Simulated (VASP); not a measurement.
# In16O23 (a cell with a defect) in VASP: single point with PBE

Aim: the single point of In16O23 (a cell with a defect) with PBE.

Everything below comes from runs of VASP 6.6.1. Logs are shortened: lines on timing, memory, paths and dates and some standing lists are left out, and cuts for length are marked.

**1. The cell of the first run**

The cell holds a defect, 39 atoms: a = 8.102 Å, b = 8.102 Å, c = 8.102 Å, α = 86.97°, β = 86.97°, γ = 86.97°.

**2. Single point, PBE (atoms taken out, then relaxed in part)**

INCAR

```
SYSTEM = In16O23
  PREC = Accurate
  ENCUT = 520
  EDIFF = 1E-6
  ISMEAR = 0
  SIGMA = 0.01
  LREAL = Auto
  LASPH = .TRUE.
  NELM = 100
  ALGO = Normal
  ISIF = 2
  LWAVE = .FALSE.
  LCHARG = .FALSE.
  GGA = PE
  NBANDS = 198
  NELECT = 344.0
```

KPOINTS

```
Automatic mesh
0
Gamma
  2 2 2
  0.5 0.5 0.5
```

POSCAR

```
In16O23
1.0
   -5.5752353406     -3.2188636247      4.9190313798
    5.5752353406     -3.2188636247      4.9190313798
    0.0000000000      6.4377272494      4.9190313798
In O
16 23
Direct
    0.6406232792      0.6403901749      0.6441437485
    0.1404576780      0.1420996829      0.6429674918
    0.1422555974      0.6528316049      0.1365280717
    0.6459450991      0.1339861982      0.1276484632
    0.8634719283      0.8471683951      0.8577444026
    0.3570325082      0.3579003171      0.8595423220
    0.3558562515      0.8596098251      0.3593767208
    0.8723515368      0.3660138018      0.3540549009
    0.3319416245      0.3657909028      0.3469798896
    0.8555866714      0.8572297459      0.3604615729
    0.8611354089      0.3631905479      0.8638427838
    0.3592471910      0.8565068437      0.8540686488
    0.1361572162      0.1368094521      0.1388645911
    0.6395384271      0.6427702541      0.1444133286
    0.6530201104      0.1342090972      0.6680583755
    0.1459313512      0.6434931563      0.6407528090
    0.1002766902      0.7502963507      0.3963452244
    0.1043796071      0.2500000000      0.8956203929
    0.6036547756      0.7497036493      0.8997233098
    0.2490245375      0.3963385323      0.5963632039
    0.7494328650      0.8968139582      0.6034850922
    0.7418014843      0.3915003584      0.1126043542
    0.2519604654      0.9004490273      0.1003914095
    0.3965149078      0.6031860418      0.2505671350
    0.8873956458      0.1084996416      0.2581985157
    0.8996085905      0.5995509727      0.7480395346
    0.4036367961      0.1036614677      0.7509754625
    0.3987795428      0.7500000000      0.6012204572
    0.8900083563      0.2500343222      0.5951112931
    0.8942675912      0.7500000000      0.1057324088
    0.4048887069      0.2499656778      0.1099916437
    0.6030552532      0.3923125843      0.7496869418
    0.1042707906      0.8983302811      0.7490526060
    0.1003187075      0.4015627218      0.2302984714
    0.6007900686      0.9053087109      0.2572956414
    0.7427043586      0.5946912891      0.3992099314
    0.2503130582      0.1076874157      0.3969447468
    0.2509473940      0.6016697189      0.8957292094
    0.7697015286      0.0984372782      0.8996812925
```

Potentials or basis: VASP PAW PBE potentials, release 64 (In_d, O).

Started as:

```console
$ cat potpaw_PBE.64/In_d/POTCAR potpaw_PBE.64/O/POTCAR > POTCAR
$ mpirun -np 1 vasp_std > vasp.out
```

OUTCAR:

```text
SYSTEM = In16O23
   PREC = Accurate
   ENCUT = 520
   EDIFF = 1E-6
   ISMEAR = 0
   LREAL = Auto
   LASPH = .TRUE.
   NELM = 100
   ISIF = 2
   GGA = PE
   NELECT = 344.0

 ion  position               nearest neighbor table
   1  0.641  0.640  0.644-  28 2.15  36 2.15  32 2.17  19 2.29  21 2.30  26 2.30   5 3.17  12 3.26
                            10 3.30  11 3.30   6 3.64   7 3.67   8 3.69  16 4.01  15 4.02
   2  0.140  0.142  0.643-  33 2.14  37 2.17  29 2.21  18 2.27  20 2.29  27 2.35   6 3.19   9 3.30
                            12 3.30  11 3.32   8 3.63   7 3.64   5 3.67  15 3.95  13 4.01
   3  0.142  0.653  0.137-  30 2.14  38 2.15  34 2.17  23 2.24  17 2.29  24 2.31   7 3.17   9 3.19
                            12 3.25  10 3.30   5 3.53   8 3.60   6 3.67  13 3.92  16 4.02
   4  0.646  0.134  0.128-  39 2.08  35 2.12  31 2.13  22 2.26  25 2.27  11 3.25  10 3.31   8 3.37
                             9 3.54   5 3.60   6 3.63   7 3.69  15 3.72  14 3.98  13 3.98
   5  0.863  0.847  0.858-  30 2.14  33 2.15  39 2.17  26 2.24  19 2.29  21 2.31   1 3.17  15 3.19
                            16 3.25  14 3.30   3 3.53   4 3.60   2 3.67  11 3.92  12 4.02
   6  0.357  0.358  0.860-  38 2.14  32 2.17  31 2.21  18 2.27  27 2.29  20 2.35   2 3.19  15 3.30
                            16 3.30  13 3.32   4 3.63   1 3.64   3 3.67   9 3.95  11 4.01
   7  0.356  0.860  0.359-  28 2.15  35 2.15  37 2.17  17 2.29  24 2.30  23 2.30   3 3.17  16 3.26
                            14 3.30  13 3.30   2 3.64   1 3.67   4 3.69  12 4.01   9 4.02
   8  0.872  0.366  0.354-  34 2.08  36 2.12  29 2.13  25 2.26  22 2.27  13 3.25  14 3.31   4 3.37
                            15 3.54   3 3.60   2 3.63   1 3.69   9 3.72  10 3.98  11 3.98
   9  0.332  0.366  0.347-  20 2.12  24 2.12  34 2.14  31 2.22  37 2.24  13 3.12   3 3.19   2 3.30
                             4 3.54  16 3.58  14 3.70   8 3.72   6 3.95   7 4.02
  10  0.856  0.857  0.360-  21 2.14  17 2.15  25 2.18  35 2.27  30 2.28  36 2.36  14 3.18   1 3.30
                             3 3.30   4 3.31  13 3.63  16 3.66  15 3.70   8 3.98
  11  0.861  0.363  0.864-  26 2.12  18 2.15  22 2.21  39 2.31  32 2.33  29 2.40  15 3.12   4 3.25
                             1 3.30   2 3.32  13 3.60  14 3.63  16 3.66   5 3.92   8 3.98   6 4.01
  12  0.359  0.857  0.854-  19 2.16  27 2.17  23 2.17  28 2.27  33 2.28  38 2.29  16 3.15   3 3.25
                             1 3.26   2 3.30  15 3.58  14 3.66  13 3.66   7 4.01   5 4.02
  13  0.136  0.137  0.139-  23 2.12  18 2.15  25 2.21  34 2.31  37 2.33  31 2.40   9 3.12   8 3.25
                             7 3.30   6 3.32  11 3.60  10 3.63  12 3.66   3 3.92   4 3.98   2 4.01
  14  0.640  0.643  0.144-  24 2.14  19 2.15  22 2.18  36 2.27  30 2.28  35 2.36  10 3.18   7 3.30
                             5 3.30   8 3.31  11 3.63  12 3.66   9 3.70   4 3.98
  15  0.653  0.134  0.668-  27 2.12  21 2.12  39 2.14  29 2.22  32 2.24  11 3.12   5 3.19   6 3.30
                             8 3.54  12 3.58  10 3.70   4 3.72   2 3.95   1 4.02
  16  0.146  0.643  0.641-  17 2.16  20 2.17  26 2.17  28 2.27  38 2.28  33 2.29  12 3.15   5 3.25
                             7 3.26   6 3.30   9 3.58  10 3.66  11 3.66   1 4.01   3 4.02
  17  0.100  0.750  0.396-  10 2.15  16 2.16   3 2.29   7 2.29
  18  0.104  0.250  0.896-  11 2.15  13 2.15   6 2.27   2 2.27
  19  0.604  0.750  0.900-  14 2.15  12 2.16   5 2.29   1 2.29
  20  0.249  0.396  0.596-   9 2.12  16 2.17   2 2.29   6 2.35
  21  0.749  0.897  0.603-  15 2.12  10 2.14   1 2.30   5 2.31
  22  0.742  0.392  0.113-  14 2.18  11 2.21   4 2.26   8 2.27
[... 15 lines left out ...]
  38  0.251  0.602  0.896-   6 2.14   3 2.15  16 2.28  12 2.29
  39  0.770  0.098  0.900-   4 2.08  15 2.14   5 2.17  11 2.31

  LATTYP: Found a trigonal (rhomboedric) cell.
 ALAT       =     8.1019258114
[... 215 lines left out ...]
   AEXX    =    0.0000 exact exchange contribution
   IVDW    =     0    specifies the selected vdW correction
   LEPSILON=     F    determine dielectric tensor
   LRPA    =     F    only Hartree local field effects (RPA)
 non-spin polarized calculation
 Gauss-broadening in eV      SIGMA  =   0.01
  energy-cutoff  :      520.00
  volume of cell :      529.66
 maximum number of plane-waves:     14286
   NGX = 31   NGY = 31   NGZ = 31

 number of electron     343.9999969 magnetization

 Free energy of the ion-electron system (eV)
  ---------------------------------------------------
  ext. energy  EPLUGINS =         0.00000000
  ---------------------------------------------------
  free energy    TOTEN  =      -226.88593959 eV

  energy without entropy =     -226.88593959  energy(sigma->0) =     -226.88593959

 E-fermi :   5.0108     XC(G=0): -10.8080

 val. band max:        4.9587606912   @ k =   0.2500  -0.2500   0.2500
 cond. band min:       6.8511354648   @ k =   0.2500   0.2500   0.2500
 fundamental gap:      1.8923747736
 Fermi energy:         5.0108222437

 k-point     1 :       0.2500    0.2500    0.2500
  band No.  band energies     occupation
      1     -12.2964      2.00000
      2     -12.1784      2.00000
      3     -11.9942      2.00000
      4     -11.9430      2.00000
      5     -11.9018      2.00000
      6     -11.7968      2.00000
[... 550 lines left out ...]
    183      10.5214      0.00000
    184      10.7805      0.00000
 [bands above 184 left out]

------------------------ aborting loop because EDIFF is reached ----------------------------------------

  FORCE on cell =-STRESS in cart. coord.  units (eV):
  Direction    XX          YY          ZZ          XY          YZ          ZX
  --------------------------------------------------------------------------------------
  -------------------------------------------------------------------------------------
  Total      -19.0097519    -18.7442074    -21.8305933      0.2299683      0.6359304     -1.1014630
  in kB      -57.5029872    -56.6997362    -66.0358081      0.6956358      1.9236389     -3.3318380
  external PRESSURE =     -60.0795105 kB  Pullay stress =       0.0000000 kB

 VOLUME and BASIS-vectors are now :
 -----------------------------------------------------------------------------
  energy-cutoff  :      520.00
  volume of cell :      529.66
      direct lattice vectors                 reciprocal lattice vectors
    -5.575235341 -3.218863625  4.919031380    -0.089682313 -0.051778107  0.067764018
     5.575235341 -3.218863625  4.919031380     0.089682313 -0.051778107  0.067764018
     0.000000000  6.437727249  4.919031380     0.000000000  0.103556215  0.067764018

 POSITION                                       TOTAL-FORCE (eV/Angst)
 -----------------------------------------------------------------------------------
     -0.00130      0.02341      9.46991        -0.003838      0.015116      0.017887
      0.00915      3.22974      4.55269         0.004790      0.004904      0.020098
      2.84658     -1.68035      4.58264        -0.013184      0.013017      0.004780
     -2.85429     -1.68873      4.46441         0.020908      0.005471      0.018115
     -0.09090      0.01561     12.63397         0.017865     -0.004910     -0.004780
      0.00484      3.23223      7.74489         0.001852      0.006601     -0.020098
[... 31 lines left out ...]
      1.95536      3.02200      8.60017         0.003110     -0.013039      0.001299
     -3.74246      2.99748      8.69596        -0.020676     -0.019042      0.025404
 -----------------------------------------------------------------------------------
    total drift:                                0.050151      0.086862     -0.000001

  FREE ENERGIE OF THE ION-ELECTRON SYSTEM (eV)
  ---------------------------------------------------
  free  energy   TOTEN  =      -226.8859395878 eV

  energy  without entropy=     -226.8859395878  energy(sigma->0) =     -226.88593959
```

Run time: 11 min. Hardware: 1 thread of Intel Xeon Platinum 8259CL at 2.50GHz (Skylake/Cascade Lake), shared host; peak memory 0.59 GiB.

What came out:

| Quantity | Value |
| --- | --- |
| Free energy | -226.8859 eV |
| Largest force | 0.046 eV/Å |

Forces in eV/Å, atoms in the order of the input:
```
In  -0.004  0.015  0.018
In   0.005  0.005  0.020
In  -0.013  0.013  0.005
In   0.021  0.005  0.018
In   0.018 -0.005 -0.005
In   0.002  0.007 -0.020
In   0.015  0.004 -0.018
In  -0.006  0.021 -0.018
In  -0.031  0.002  0.033
In  -0.016 -0.009 -0.010
In  -0.007  0.015 -0.033
In  -0.008  0.012 -0.005
In   0.016  0.002  0.033
In   0.000 -0.018  0.010
In   0.017 -0.026 -0.033
In   0.014 -0.001  0.005
O   -0.008 -0.017  0.006
O    0.001  0.002  0.000
O   -0.010 -0.015 -0.006
O   -0.023  0.032  0.009
O   -0.008  0.015 -0.003
O    0.003  0.014  0.000
O   -0.024 -0.002 -0.003
O    0.017  0.001  0.003
O    0.010  0.010  0.000
O    0.011 -0.022  0.003
O    0.039 -0.004 -0.009
O   -0.001 -0.003  0.000
O    0.007  0.005  0.021
O    0.016  0.029  0.000
O    0.001  0.008 -0.021
O   -0.021 -0.008  0.015
O   -0.013 -0.004 -0.001
O   -0.006 -0.027 -0.025
O   -0.010  0.005  0.003
O    0.009 -0.006 -0.003
O    0.004 -0.022 -0.015
O    0.003 -0.013  0.001
O   -0.021 -0.019  0.025
```

Levels at points of the mesh, in eV from the Fermi level:
| k point | band 170 | band 171 | band 172 | band 173 | band 174 | band 175 |
| --- | --- | --- | --- | --- | --- | --- |
| (0.25, 0.25, 0.25) | -0.15 | -0.13 | -0.10 | 1.84 | 3.31 | 3.96 |

Caveat: the cell carries a net charge on a neutralising background, which shifts energy and pressure; the cell differs from its parent crystal (atoms taken out, then relaxed in part); the cell is charged against a uniform background, so pressure and absolute levels hang on convention; spin-orbit coupling is left out, which moves the levels of the heavy elements.
